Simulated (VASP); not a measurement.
Input of a VASP 6.6.1 run:

File POSCAR:

```
F
1.0
    9.0000000000      0.0000000000      0.0000000000
    0.0000000000      9.5000000000      0.0000000000
    0.0000000000      0.0000000000     10.0000000000
F
2
Direct
    0.5000000000      0.5000000000      0.4302195553
    0.5000000000      0.5000000000      0.5697804447
```

File INCAR.step1:

```
SYSTEM = F
PREC = Accurate ; ENCUT = 1110
ISMEAR = -1 ; SIGMA = 0.05
LREAL = .FALSE. ; LASPH = .TRUE.
NELM = 120 ; NBANDS = 14
GGA = PE ; ALGO = Normal
EDIFF = 1E-5 ; LWAVE = .TRUE.
LCHARG = .FALSE. ; GGA_COMPAT = .FALSE.
NELMDL = -8
```

INCAR.step2

```
SYSTEM = F
PREC = Accurate ; ENCUT = 1110
EDIFF = 1E-6 ; ISMEAR = -1
SIGMA = 0.05 ; LREAL = .FALSE.
LASPH = .TRUE. ; NELM = 120
ALGO = Normal ; ISIF = 2
LWAVE = .FALSE. ; LCHARG = .FALSE.
METAGGA = R2SCAN ; LMIXTAU = .TRUE.
NBANDS = 14 ; ISTART = 1
GGA_COMPAT = .FALSE.
```

Contents of KPOINTS:

```
regular mesh
0
G
  1 1 1
  0 0 0
```

Potentials or basis: VASP PAW PBE potentials, release 64 (F_h).

Launch:

```bash
$ cat potpaw_PBE.64/F_h/POTCAR > POTCAR
$ cp INCAR.step1 INCAR
$ mpirun -np 1 vasp_gam > vasp.out
$ cp INCAR.step2 INCAR
$ mpirun -np 1 vasp_gam > vasp.out
```

Q: Predict the gap between the frontier levels.

A: 4.74 eV.

Q: What does it give for the largest force?

A: 0.127 eV/Å.

Forces on the atoms (eV/Å):
```
F    0.000  0.000 -0.127
F    0.000  0.000  0.127
```

Caveat: the PAW data sets were made with another functional, which shifts forces and pressure a little.
